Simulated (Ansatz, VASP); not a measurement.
## CdSe in VASP and in Ansatz

```
CELL_PARAMETERS angstrom
4.30204 0.00000 0.00000
-2.15102 3.72567 0.00000
0.00000 0.00000 7.02159
ATOMIC_POSITIONS crystal
Cd 0.66667 0.33333 0.50010
Cd 0.33333 0.66667 0.00010
Se 0.66667 0.33333 0.87576
Se 0.33333 0.66667 0.37576
```

Alike in both runs: task single point; functional r2SCAN; k mesh 9 × 9 × 6; occupations gaussian, width 0.02 eV; no spin polarisation.

```csv
,VASP,Ansatz
version,VASP 6.6.1,Ansatz 0.2.0
potentials or method,"VASP PAW PBE potentials, release 64 (Cd, Se), cutoff 520 eV","scalar-relativistic, plane waves, PAW"
valence electrons in the cell,36,72
```

Ansatz gave:

- gap on the k mesh at the Fermi level (eV): 1.16
- least direct gap on the mesh (eV): 1.16
- pressure (GPa): 1.4

Problem. Which values does VASP return?

Solution. gap on the k mesh at the Fermi level (eV): 1.15; least direct gap on the mesh (eV): 1.15; pressure (GPa): 1.7.

VASP's potentials were made for PBE, not for r2SCAN. With one functional, cell and mesh, what is left measures potentials, basis and numerics. VASP's potentials hold 36 valence electrons a cell and Ansatz's 72, so a difference there can come from the potentials and not from the codes.
